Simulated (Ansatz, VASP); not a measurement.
## ScRe3 in VASP and in Ansatz

INCAR

```
PREC = Accurate
ENCUT = 520
EDIFF = 1E-7
ISMEAR = 0
SIGMA = 0.1
LREAL = False
LASPH = True
NELM = 100
ALGO = Fast
ISIF = 2
LWAVE = False
LCHARG = True
GGA = PE
LELF = True
LVHAR = True
NBANDS = 24
```

File KPOINTS:

```
regular mesh
0
Gamma
  6 6 6
```

Contents of POSCAR:

```
ScRe3
1.0
   -1.9139492720      1.9139492720      4.2753152569
    1.9139492720     -1.9139492720      4.2753152569
    1.9139492720      1.9139492720     -4.2753152569
Sc Re
1 3
Direct
    0.0000000000      0.0000000000      0.0000000000
    0.5000000000      0.5000000000      0.0000000000
    0.2500000000      0.7500000000      0.5000000000
    0.7500000000      0.2500000000      0.5000000000
```

Input for Ansatz:

```yaml
crystal:
  lattice:
    - [-1.913949272, 1.913949272, 4.2753152569]
    - [1.913949272, -1.913949272, 4.2753152569]
    - [1.913949272, 1.913949272, -4.2753152569]
  atoms:
    - { symbol: Sc, position: [0.0, 0.0, 0.0] }
    - { symbol: Re, position: [0.5, 0.5, 0.0] }
    - { symbol: Re, position: [0.25, 0.75, 0.5] }
    - { symbol: Re, position: [0.75, 0.25, 0.5] }
basis:
  ecutwfc: 420
kpoints:
  mp_grid: { grid: [6, 6, 6] }
hamiltonian:
  xc: pbe
scf:
  occupations: { method: gaussian, width: 0.1 }
  lower_state_search: "off"
output:
  forces: true
  stress: true
  eigenvalues: true
```

Alike in both runs: task single point; functional PBE; k mesh 6 × 6 × 6; occupations gaussian, width 0.1 eV; no spin polarisation.

|  | VASP | Ansatz |
| --- | --- | --- |
| version | VASP 6.6.1 | Ansatz 0.2.0 |
| potentials or method | VASP PAW PBE potentials, release 64 (Sc_sv, Re), cutoff 520 eV | scalar-relativistic, plane waves, PAW |
| valence electrons in the cell | 32 | 56 |

Ansatz gave:

* gap on the k mesh at the Fermi level (eV): none
* pressure (GPa): 5.9
* traceless stress, the component that is largest in VASP (GPa): -0.73

Question: What did VASP give for the same quantities?

Answer: gap on the k mesh at the Fermi level (eV): none; pressure (GPa): 5.8; traceless stress, the component that is largest in VASP (GPa): -0.63.

A gap of «none» marks a metal or a gap that the smearing closes. The functional is the same, so the differences come from potentials, cutoffs and numerics. VASP's potentials hold 32 valence electrons a cell and Ansatz's 56, so a difference there can come from the potentials and not from the codes.

The k mesh is coarse, so the values compare programs but aren't converged. Spin-orbit coupling is off throughout.
